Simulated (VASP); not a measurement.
A run of VASP 6.6.1 is set up as follows.

File INCAR:

```
SYSTEM = Sc2Ag7
  PREC = Accurate
  ENCUT = 520
  EDIFF = 1E-7
  ISMEAR = 1
  SIGMA = 0.15
  LREAL = .FALSE.
  LASPH = .TRUE.
  NELM = 60
  ALGO = Normal
  ISIF = 2
  LWAVE = .FALSE.
  LCHARG = .TRUE.
  GGA = CA
  LELF = .TRUE.
  LVHAR = .TRUE.
  NBANDS = 60
```

The input KPOINTS:

```
regular mesh
0
G
  2 3 3
  0 0 0
```

The input POSCAR:

```
Sc2Ag7
1.0
    0.0000000000      0.0000000000      8.0863960000
    3.2664780000     -3.2664780000      2.0215990000
    3.2664780000      3.2664780000     -2.0215990000
Ag Sc
7 2
Direct
    0.2004520236      0.7990583436      0.6011953854
    0.0999589739      0.3953476803      0.8038316805
    0.3005783897      0.2014772486      0.4033901346
    0.4006457772      0.6026403668      0.2059669467
    0.6016635952      0.4054913274      0.7946897239
    0.7974803052      0.2109870325      0.3993703616
    0.9012925305      0.6001153230      0.2063603367
   -0.0043826895     -0.0031800306     -0.0038924187
    0.5045209954     -0.0004310453      0.0084320176
```

Potentials or basis: VASP PAW LDA potentials, release 64 (Ag, Sc_sv).

Launch:

```bash
$ cat potpaw_LDA.64/Ag/POTCAR potpaw_LDA.64/Sc_sv/POTCAR > POTCAR
$ mpirun -np 1 vasp_std > vasp.out
```

Q: Predict the largest force.

A: 0.017 eV/Å.

Q: Predict the pressure.

A: -6.4 GPa.

Forces on the atoms (eV/Å):
```
Ag  -0.010  0.007  0.004
Ag  -0.002  0.000 -0.001
Ag   0.011 -0.013 -0.001
Ag  -0.003 -0.004 -0.007
Ag  -0.003  0.000 -0.002
Ag   0.013 -0.004  0.006
Ag  -0.001  0.016 -0.002
Sc  -0.007  0.001  0.002
Sc   0.003 -0.004  0.002
```

Caveat: the k points lie up to 0.46 Å⁻¹ apart.
